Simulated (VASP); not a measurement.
A run of VASP 6.6.1 is set up as follows.

File INCAR:

```
PREC = Accurate
ENCUT = 520
EDIFF = 1E-6
ISMEAR = 0
SIGMA = 0.1
LREAL = False
LASPH = True
NELM = 100
ALGO = Normal
ISIF = 2
LWAVE = False
LCHARG = False
GGA = PE
NBANDS = 16
```

Contents of KPOINTS:

```
regular mesh
0
Gamma
  4 4 4
```

The input POSCAR:

```
Si3Sb
1.0
    4.2200083273      0.0000000000      0.0000000000
    0.0000000000      4.2200083273      0.0000000000
    0.0000000000      0.0000000000      4.2200083273
Si Sb
3 1
Direct
    0.0000000000      0.5000000000      0.5000000000
    0.5000000000      0.0000000000      0.5000000000
    0.5000000000      0.5000000000      0.0000000000
    0.0000000000      0.0000000000      0.0000000000
```

Potentials or basis: VASP PAW PBE potentials, release 64 (Si, Sb).

Command:

```sh
$ cat potpaw_PBE.64/Si/POTCAR potpaw_PBE.64/Sb/POTCAR > POTCAR
$ mpirun -np 1 vasp_std > vasp.out
```

Question: Predict the pressure.

Answer: 0.0 GPa.

Caveat: the k points lie up to 0.37 Å⁻¹ apart.
